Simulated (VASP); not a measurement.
Input of a VASP 6.6.1 run:

INCAR

```
PREC = Accurate
ENCUT = 520
EDIFF = 1E-6
ISMEAR = -1
SIGMA = 0.05
LREAL = False
LASPH = True
NELM = 80
ALGO = Normal
ISIF = 2
LWAVE = False
LCHARG = True
GGA = PS
LELF = True
LVHAR = True
NBANDS = 12
```

The input KPOINTS:

```
Automatic mesh
0
Gamma
  12 12 12
```

Contents of POSCAR:

```
Li
1.0
    1.5504989657      0.8951809952      7.3606510000
   -1.5504989657      0.8951809952      7.3606510000
    0.0000000000     -1.7903619905      7.3606510000
Li
3
Direct
    0.0000000000      0.0000000000      0.0000000000
    0.2220000000      0.2220000000      0.2220000000
    0.7780000000      0.7780000000      0.7780000000
```

Potentials or basis: VASP PAW PBE potentials, release 64 (Li_sv).

Command:

```bash
$ cat potpaw_PBE.64/Li_sv/POTCAR > POTCAR
$ mpirun -np 1 vasp_std > vasp.out
```

Q: Estimate the band gap on the k mesh.

A: Zero (an odd number of electrons rules out a gap without spin polarisation).

Q: What does it give for the largest force?

A: 0.010 eV/Å.

Forces on the atoms (eV/Å):
```
Li   0.000  0.000  0.000
Li   0.000  0.000  0.010
Li   0.000  0.000 -0.010
```

Caveat: the cell differs from its parent crystal (zz strain of -3 %); the PAW data sets were made with another functional, which shifts forces and pressure a little.
